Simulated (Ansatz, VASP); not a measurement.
## PbO2: VASP beside Ansatz

```
CELL_PARAMETERS angstrom
-2.03489 2.03489 5.70324
2.03489 -2.03489 5.70324
2.03489 2.03489 -5.70324
ATOMIC_POSITIONS crystal
Pb 0.00000 0.00000 0.00000
Pb 0.75000 0.25000 0.50000
O 0.80262 0.80262 0.00000
O 0.94738 0.44738 0.50000
O 0.55262 0.05262 0.50000
O 0.19738 0.19738 0.00000
```

Alike in both runs: task single point; functional PBE; k mesh 6 × 6 × 6; occupations gaussian, width 0.1 eV; no spin polarisation.

```csv
,VASP,Ansatz
version,VASP 6.6.1,Ansatz 0.2.0
potentials or method,"VASP PAW PBE potentials, release 64 (Pb_d, O), cutoff 520 eV","scalar-relativistic, plane waves, PAW"
valence electrons in the cell,52,52
```

|  | VASP | Ansatz | Ansatz less VASP |
| --- | --- | --- | --- |
| gap on the k mesh at the Fermi level (eV) | none | none | - |
| pressure (GPa) | 8.1 | 7.8 | -0.24 |
| traceless stress, the component that is largest in VASP (GPa) | -3.27 | -3.29 | -0.021 |
| rms of the force components (eV/Å) | 0.046 | 0.048 | +0.0026 |

Atom by atom the forces differ by 0.003 eV/Å (rms over components). A gap of «none» marks a metal or a gap that the smearing closes.

The k mesh is coarse, so the values compare programs but aren't converged. Spin-orbit coupling is off throughout.
